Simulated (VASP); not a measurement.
**AlN: single point with PBEsol**

Crystal: AlN.

```
CELL_PARAMETERS angstrom
0.00000 2.03452 2.10573
2.03452 0.00000 2.10573
2.03452 2.03452 0.00000
ATOMIC_POSITIONS crystal
Al 0.50000 0.50000 0.50000
N 0.00000 0.00000 0.00000
```

This cell differs from its parent crystal: strain +0.0350 x Voigt [0, 0, 1, 0, 0, 0].

* Program: VASP 6.6.1
* Task: single point
* Functional: PBEsol
* Potentials or basis: VASP PAW PBE potentials, release 64 (Al, N)
* Cutoff: 520 eV
* k mesh: 10 × 10 × 10
* Occupations: gaussian, width 0.05 eV
* Spin: no spin polarisation

```
Pressure               : -11.9 GPa
Band gap on the k mesh : 3.81 eV, indirect (least direct gap 4.75 eV)
```

Stress tensor (GPa, compression positive):
```
 -9.72   0.00   0.00
  0.00  -9.72   0.00
  0.00   0.00 -16.32
```

Levels at points of the mesh, in eV from the valence-band top:
| k point | band 2 | band 3 | band 4 | band 5 | band 6 | band 7 |
| --- | --- | --- | --- | --- | --- | --- |
| (0.00, 0.00, 0.00) | -0.24 | -0.24 | 0.00 | 4.75 | 11.42 | 11.87 |
| (0.50, 0.00, 0.00) | -8.18 | -1.22 | -1.09 | 5.52 | 10.03 | 10.71 |
| (0.50, 0.50, 0.00) | -7.34 | -2.68 | -2.68 | 4.13 | 5.29 | 12.88 |
| (0.50, 0.00, 0.50) | -7.20 | -3.14 | -2.70 | 3.81 | 4.98 | 13.31 |

Run time: 22 s on 1 thread of Intel Xeon 8259CL, on a shared host, peak memory 0.14 GiB.

Caveat: the cell differs from its parent crystal (strain +0.0350 x Voigt [0, 0, 1, 0, 0, 0]); the PAW data sets were made with another functional, which shifts forces and pressure a little. A k mesh can miss the band edges.
